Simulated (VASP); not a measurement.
Write the native input for VASP 6.6.1 that does the following.

* Task: single point
* Functional: PBEsol
* Dispersion: D3(BJ)
* Potentials or basis: VASP PAW PBE potentials, release 64 (Sn_d, O)
* Cutoff: 600 eV
* k mesh: 14 × 14 × 12
* Occupations: gaussian, width 0.15 eV
* Spin: no spin polarisation
* Dipole correction: no
* Further INCAR settings: ALGO = Normal; EDIFF = 1e-06; NBANDS = 28

The structure of SnO lies in POSCAR:

```
SnO
1.0
    3.6524883170      0.0000000000      0.0000000000
    0.0000000000      3.6524883170      0.0000000000
    0.0000000000      0.0000000000      4.8627375845
Sn O
2 2
Direct
    0.0000000000      0.5000000000      0.2532585894
    0.5000000000      0.0000000000      0.7467414106
    0.0000000000      0.0000000000      0.0000000000
    0.5000000000      0.5000000000      0.0000000000
```

This cell differs from its parent crystal: ratio of the length along z to the lengths across it x 1.1, volume and fractional coordinates fixed.

The input as run:

INCAR

```
  PREC = Accurate
  ENCUT = 600
  EDIFF = 1E-6
  ISMEAR = 0
  SIGMA = 0.15
  LREAL = False
  LASPH = True
  NELM = 120
  ALGO = Normal
  ISIF = 2
  LWAVE = False
  LCHARG = True
  GGA = PS
  IVDW = 12
  LELF = True
  LVHAR = True
  NBANDS = 28
  GGA_COMPAT = False
```

KPOINTS

```
regular mesh
0
Gamma
  14 14 12
```

Potentials or basis: VASP PAW PBE potentials, release 64 (Sn_d, O).

Launch:

```bash
$ cat potpaw_PBE.64/Sn_d/POTCAR potpaw_PBE.64/O/POTCAR > POTCAR
$ mpirun -np 1 vasp_std > vasp.out
```

Results of the run:

| Property | Result |
| --- | --- |
| Pressure | 1.2 GPa |
| Largest force | 0.444 eV/Å |
| Band gap on the k mesh | zero (bands 20 and 21 overlap by 1.03 eV) |
| Dispersion energy per atom | -0.234 eV |

Caveat: the PAW data sets were made with another functional, which shifts forces and pressure a little; spin-orbit coupling is left out, which moves the levels of the heavy elements.

Wall time 12 min on 1 thread of Intel Xeon 8259CL, on a shared host, peak memory 0.54 GiB.
